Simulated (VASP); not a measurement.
## HC11: single point with PBEsol

HC11, a slab with vacuum:

```
C H
1.0
     2.51292    0.00000    0.00000
     0.00000    2.51292    0.00000
     0.00000    0.00000   28.09607
C H
11 1
Direct
  0.00000 0.50000 0.30253
  0.00000 0.00000 0.33416
  0.50000 0.00000 0.36578
  0.50000 0.50000 0.39740
  0.00000 0.50000 0.42902
  0.00000 0.00003 0.46065
  0.50000 0.00003 0.49221
  0.50000 0.50008 0.52396
  0.00000 0.50009 0.55520
  0.00000 0.00008 0.58870
  0.50000 0.00012 0.61668
  0.50000 0.00023 0.65552
```

```
Program             : VASP 6.6.1
Task                : single point
Functional          : PBEsol
Potentials or basis : VASP PAW PBE potentials, release 64 (C, H)
Cutoff              : 520 eV
k mesh              : 11 × 11 × 1
Occupations         : gaussian, width 0.05 eV
Spin                : collinear spin
Starting moments    : [0.0, 0.0, 0.0, 0.0, 0.0, 0.0, 0.0, 0.0, 0.0, 0.0, 1.0, 0.0] μB
```

```
Largest force                                         : 2.382 eV/Å
Net moment                                            : 0.02 μB per cell
Valence electrons inside the program's atomic spheres : C 2.25, 2.55, 2.56, 2.58, 2.57, 2.54, 2.52 (each value once); H 0.68
```

Forces in eV/Å, atoms in the order of the input:
```
C    0.000  0.000  2.197
C    0.000  0.000 -2.382
C    0.000  0.000  0.239
C    0.000  0.000 -0.109
C    0.000  0.002  0.005
C    0.000 -0.001 -0.001
C    0.000  0.002  0.003
C    0.000 -0.002 -0.003
C    0.000 -0.001  0.008
C    0.000  0.001 -0.012
C    0.000 -0.001  0.027
H    0.000  0.000  0.028
```

Levels at points of the mesh, in eV from the Fermi level:
Spin up:
```tsv
k point	band 19	band 20	band 21	band 22	band 23	band 24	band 25	band 26
(0.00, 0.00, 0.00)	-1.44	-1.27	-0.89	0.04	2.40	2.95	3.56	3.79
```
Spin down:
| k point | band 18 | band 19 | band 20 | band 21 | band 22 | band 23 | band 24 | band 25 | band 26 | band 27 |
| --- | --- | --- | --- | --- | --- | --- | --- | --- | --- | --- |
| (0.00, 0.00, 0.00) | -2.53 | -1.43 | -1.27 | -0.88 | 0.07 | 2.41 | 2.95 | 3.61 | 3.80 | 3.96 |

Wall time 14 min on 1 thread of Oxide Virtual Turin-like Processor, on a shared host, peak memory 0.49 GiB.

Caveat: the PAW data sets were made with another functional, which shifts forces and pressure a little.
